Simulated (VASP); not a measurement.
Ga4As3N:

```
Ga As N
1.0
     5.38428    0.00000    0.00000
     0.00000    5.38428    0.00000
     0.00000    0.00000    5.38428
Ga As N
4 3 1
Direct
  0.50000 0.50000 0.50000
  0.00000 0.50000 0.00000
  0.50000 0.00000 0.00000
  0.00000 0.00000 0.50000
  0.50000 0.00000 0.50000
  0.00000 0.50000 0.50000
  0.50000 0.50000 0.00000
  0.00000 0.00000 0.00000
```

| Property | Result |
| --- | --- |
| Program | VASP 6.6.1 |
| Task | relaxation of cell and atoms |
| Functional | PBE |
| Potentials or basis | VASP PAW PBE potentials, release 64 (Ga_d, As, N) |
| Cutoff | 600 eV |
| k mesh | 4 × 4 × 4 |
| Occupations | gaussian, width 0.1 eV |
| Spin | no spin polarisation |

At the start: pressure -6.4 GPa; volume 19.51 Å³/atom.

Where does the relaxation end?

Over 3 steps the energy falls by 44.8 meV/atom and the volume is 17.47 Å³/atom (-10.5 %); space group Pm-3m (No. 221, to 0.05 Å).

Step by step:
```tsv
step	energy change (eV)	largest force (eV/Å)	pressure (GPa)	volume (Å³)
1	0.0000	0.0000	-6.44	156.09
2	-0.3576	0.0000	0.37	139.05
3	-0.3583	0.0000	-0.02	139.74
```

Final structure:
```yaml
crystal:
  lattice:
    - [5.18928, 0.00000, 0.00000]
    - [0.00000, 5.18928, 0.00000]
    - [0.00000, 0.00000, 5.18928]
  atoms:
    - { symbol: Ga, position: [0.50000, 0.50000, 0.50000] }
    - { symbol: Ga, position: [0.00000, 0.50000, 0.00000] }
    - { symbol: Ga, position: [0.50000, 0.00000, 0.00000] }
    - { symbol: Ga, position: [0.00000, 0.00000, 0.50000] }
    - { symbol: As, position: [0.50000, 0.00000, 0.50000] }
    - { symbol: As, position: [0.00000, 0.50000, 0.50000] }
    - { symbol: As, position: [0.50000, 0.50000, 0.00000] }
    - { symbol: N, position: [0.00000, 0.00000, 0.00000] }
```
